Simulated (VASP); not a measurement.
Wanted: the native input for a VASP 6.6.1 run.

| Item | Value |
| --- | --- |
| Task | relaxation of cell and atoms |
| Functional | BLYP |
| Dispersion | D3(BJ) |
| Potentials or basis | VASP PAW PBE potentials, release 64 (Zn, Se) |
| Cutoff | 600 eV |
| k mesh | 6 × 6 × 4 |
| Occupations | gaussian, width 0.01 eV |
| Spin | no spin polarisation |
| Dipole correction | no |
| Further INCAR settings | ALGO = Normal; EDIFF = 1e-06; IBRION = 2; EDIFFG = -0.01; NSW = 80; ISIF = 3 |

The structure of ZnSe lies in POSCAR:

```
ZnSe
1.0
    4.1077000000      0.0000000000      0.0000000000
    0.0000000000      4.1077000000      0.0000000000
    0.0000000000      0.0000000000      6.0703500000
Zn Se
2 2
Direct
    0.0000000000      0.0000000000      0.0000000000
    0.5000000000      0.5000000000      0.0000000000
    0.0000000000      0.5000000000      0.2462800000
    0.5000000000      0.0000000000      0.7537200000
```

One way to write it, as run:

INCAR

```
SYSTEM = ZnSe
  AGGAC = 1.0
  AGGAX = 1.0
  ALDAC = 0.0
  ALDAX = 1.0
  ALGO = Normal
  EDIFF = 1E-6
  EDIFFG = -0.01
  ENCUT = 600
  GGA = B5
  IBRION = 2
  ISIF = 3
  ISMEAR = 0
  IVDW = 12
  LASPH = .TRUE.
  LCHARG = .FALSE.
  LREAL = .FALSE.
  LWAVE = .FALSE.
  NELM = 80
  NSW = 80
  PREC = Accurate
  SIGMA = 0.01
  VDW_A1 = 0.4298
  VDW_A2 = 4.2359
  VDW_S6 = 1.0
  VDW_S8 = 2.6996
```

KPOINTS

```
k-points
0
G
  6 6 4
  0 0 0
```

Potentials or basis: VASP PAW PBE potentials, release 64 (Zn, Se).

Run with:

```sh
$ cat potpaw_PBE.64/Zn/POTCAR potpaw_PBE.64/Se/POTCAR > POTCAR
$ mpirun -np 1 vasp_std > vasp.out
```

Results of the run:

```yaml
Relaxed_volume: 21.16 Å³/atom
Relaxed_cell: a = 4.126 Å, b = 4.126 Å, c = 4.972 Å, α = 90.00°, β = 90.00°, γ = 90.00°
Space_group_after_relaxing_to_0.1_Å: P4/nmm (No. 129)
Energy_gained_by_relaxing: 64.1 meV/atom
Ionic_steps: 28
Pressure_after_relaxing: 0.0 GPa
Largest_force_after_relaxing: 0.004 eV/Å
Band_gap_on_the_k_mesh: 1.16 eV
Dispersion_energy_per_atom: -0.769 eV
```

Caveat: the volume moved by over 15 % at a fixed basis, so the end points are rough; the PAW data sets were made with another functional, which shifts forces and pressure a little.

Wall time 23 min on 1 thread of AMD EPYC 7R13 Processor (Zen 3) (shared host), peak memory 0.28 GiB.
